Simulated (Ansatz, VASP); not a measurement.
# Two plane-wave programs on Hg

The input INCAR:

```
PREC = Accurate
ENCUT = 500
EDIFF = 1E-6
ISMEAR = 0
SIGMA = 0.1
LREAL = F
LASPH = T
NELM = 120
ALGO = Normal
ISIF = 2
LWAVE = F
LCHARG = F
GGA = PE
IVDW = 12
NBANDS = 19
GGA_COMPAT = F
```

Contents of KPOINTS:

```
regular mesh
0
Gamma
  6 6 4
```

The input POSCAR:

```
Hg
1.0
    3.4618096384      0.0000000000      0.0000000000
   -1.7309048192      2.9980150899      0.0000000000
    0.0000000000      0.0000000000      5.4875482800
Hg
2
Direct
    0.6666666700      0.3333333300      0.7500000000
    0.3333333300      0.6666666700      0.2500000000
```

Input for Ansatz:

```yaml
crystal:
  lattice:
    - [3.4618096384, 0.0, 0.0]
    - [-1.7309048192, 2.9980150899, 0.0]
    - [0.0, 0.0, 5.48754828]
  atoms:
    - { symbol: Hg, position: [0.66666667, 0.33333333, 0.75] }
    - { symbol: Hg, position: [0.33333333, 0.66666667, 0.25] }
basis:
  ecutwfc: 420
kpoints:
  mp_grid: { grid: [6, 6, 4] }
hamiltonian:
  xc: pbe
  dispersion: d3bj
scf:
  occupations: { method: gaussian, width: 0.1 }
output:
  forces: true
  stress: true
  eigenvalues: true
```

Alike in both runs: task single point; functional PBE; dispersion D3(BJ); k mesh 6 × 6 × 4; occupations gaussian, width 0.1 eV; no spin polarisation.

|  | VASP | Ansatz |
| --- | --- | --- |
| version | VASP 6.6.1 | Ansatz 0.2.0 |
| potentials or method | VASP PAW PBE potentials, release 64 (Hg), cutoff 500 eV | scalar-relativistic, plane waves, PAW |
| valence electrons in the cell | 24 | 40 |

```csv
,VASP,Ansatz,Ansatz less VASP
gap on the k mesh at the Fermi level (eV),none,none,-
pressure (GPa),-0.8,-0.9,-0.10
"traceless stress, the component that is largest in VASP (GPa)",0.19,0.18,-0.009
```

A gap of «none» marks a metal or a gap that the smearing closes. VASP's potentials hold 24 valence electrons a cell and Ansatz's 40, so a difference there can come from the potentials and not from the codes.

Spin-orbit coupling is off throughout.
